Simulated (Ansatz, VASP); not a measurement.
## CdTe: VASP beside Ansatz

```
Cd Te
1.0
     0.00000    3.24891    3.11895
     3.24891    0.00000    3.11895
     3.24891    3.24891    0.00000
Cd Te
1 1
Direct
  0.00000 0.00000 0.00000
  0.75000 0.75000 0.75000
```

Alike in both runs: task single point; functional r2SCAN; k mesh 8 × 8 × 8; occupations gaussian, width 0.05 eV; no spin polarisation.

|  | VASP | Ansatz |
| --- | --- | --- |
| version | VASP 6.6.1 | Ansatz 0.2.0 |
| potentials or method | VASP PAW PBE potentials, release 64 (Cd, Te), cutoff 520 eV | scalar-relativistic, plane waves, PAW |
| valence electrons in the cell | 18 | 36 |

Ansatz gave:

| Quantity | Value |
| --- | --- |
| gap on the k mesh at the Fermi level (eV) | 1.30 |
| least direct gap on the mesh (eV) | 1.30 |
| pressure (GPa) | 3.2 |
| traceless stress, the component that is largest in VASP (GPa) | 0.34 |

**Question.** Which values does VASP return?

**Answer.** gap on the k mesh at the Fermi level (eV): 1.29; least direct gap on the mesh (eV): 1.29; pressure (GPa): 3.3; traceless stress, the component that is largest in VASP (GPa): 0.34.

VASP's potentials were made for PBE, not for r2SCAN. VASP's potentials hold 18 valence electrons a cell and Ansatz's 36, so a difference there can come from the potentials and not from the codes.

Spin-orbit coupling is off throughout.
